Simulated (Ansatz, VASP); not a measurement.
SrO: VASP beside Ansatz

```
CELL_PARAMETERS angstrom
0.00000 2.79228 2.79228
2.79228 0.00000 2.79228
2.79228 2.79228 0.00000
ATOMIC_POSITIONS crystal
Sr 0.00000 0.00000 0.00000
O 0.25000 0.25000 0.25000
```

Alike in both runs: task single point; functional HSE06; k mesh 4 × 4 × 4; no spin polarisation.

```csv
,VASP,Ansatz
version,VASP 6.6.1,Ansatz 0.2.0
potentials or method,"VASP PAW PBE potentials, release 64 (Sr_sv, O)","plane waves, PAW"
plane-wave cutoff (eV),520,420
occupations,"gaussian, width 0.01 eV",fixed
valence electrons in the cell,16,16
```

|  | VASP | Ansatz | Ansatz less VASP |
| --- | --- | --- | --- |
| gap on the k mesh at the Fermi level (eV) | 3.85 | 3.85 | -0.003 |
| pressure (GPa) | 0.1 | -0.4 | -0.46 |

Ansatz's warnings: stress exchange threshold loose, stress scf threshold loose.

The k mesh is coarse, so the values compare programs but aren't converged.
